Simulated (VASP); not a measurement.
A run of VASP 6.6.1:

File POSCAR:

```
AlNi
1.0
    1.9386940000     -1.9531900000      0.0000000000
    1.9386940000      1.9531900000      0.0000000000
    0.0000000000      0.0000000000      3.0994300000
Al Ni
1 1
Direct
    0.0000000000      0.0000000000      0.0000000000
    0.5000000000      0.5000000000      0.5000000000
```

Contents of INCAR.step1:

```
SYSTEM = AlNi
ALGO     = Normal         ! electronic algorithm
EDIFF    = 1E-4           ! SCF threshold, eV
ENCUT    = 520            ! plane-wave cutoff, eV
GGA      = PE             ! functional
ISMEAR   = -1             ! smearing method
ISPIN    = 2              ! spin polarisation
LASPH    = .TRUE.         ! aspherical terms in the spheres
LCHARG   = .FALSE.        ! write CHGCAR
LMAXMIX  = 4              ! l up to which the mixer works
LREAL    = .FALSE.        ! projectors in reciprocal space
LWAVE    = .TRUE.         ! write WAVECAR
MAGMOM   = 0 2            ! initial moments
NBANDS   = 18             ! bands
NELM     = 150            ! most SCF steps
PREC     = Accurate       ! precision mode
SIGMA    = 0.15           ! smearing width, eV
```

INCAR.step2

```
SYSTEM = AlNi
ALGO     = Normal         ! electronic algorithm
EDIFF    = 1E-6           ! SCF threshold, eV
ENCUT    = 520            ! plane-wave cutoff, eV
ISIF     = 2              ! what is computed and relaxed
ISMEAR   = -1             ! smearing method
ISPIN    = 2              ! spin polarisation
ISTART   = 1            
LASPH    = .TRUE.         ! aspherical terms in the spheres
LCHARG   = .TRUE.         ! write CHGCAR
LELF     = .TRUE.         ! ELF
LMAXMIX  = 4              ! l up to which the mixer works
LMIXTAU  = .TRUE.       
LORBIT   = 11             ! projections on sites
LREAL    = .FALSE.        ! projectors in reciprocal space
LVHAR    = .TRUE.       
LWAVE    = .FALSE.        ! write WAVECAR
MAGMOM   = 0 2            ! initial moments
METAGGA  = R2SCAN         ! meta-GGA
NBANDS   = 18             ! bands
NELM     = 150            ! most SCF steps
PREC     = Accurate       ! precision mode
SIGMA    = 0.15           ! smearing width, eV
```

Contents of KPOINTS:

```
k-points
0
G
  8 8 7
  0 0 0
```

Potentials or basis: VASP PAW PBE potentials, release 64 (Al, Ni).

Launch:

```console
$ cat potpaw_PBE.64/Al/POTCAR potpaw_PBE.64/Ni/POTCAR > POTCAR
$ cp INCAR.step1 INCAR
$ mpirun -np 1 vasp_std > vasp.out
$ cp INCAR.step2 INCAR
$ mpirun -np 1 vasp_std > vasp.out
```

Hardware: 1 thread of Intel Xeon 8259CL, with other jobs on the host.

Q: Estimate the wall time of this run.

A: Run time: 4.2 min on 1 thread of Intel Xeon 8259CL, with other jobs on the host, peak memory 0.18 GiB. Counts: k points 84.
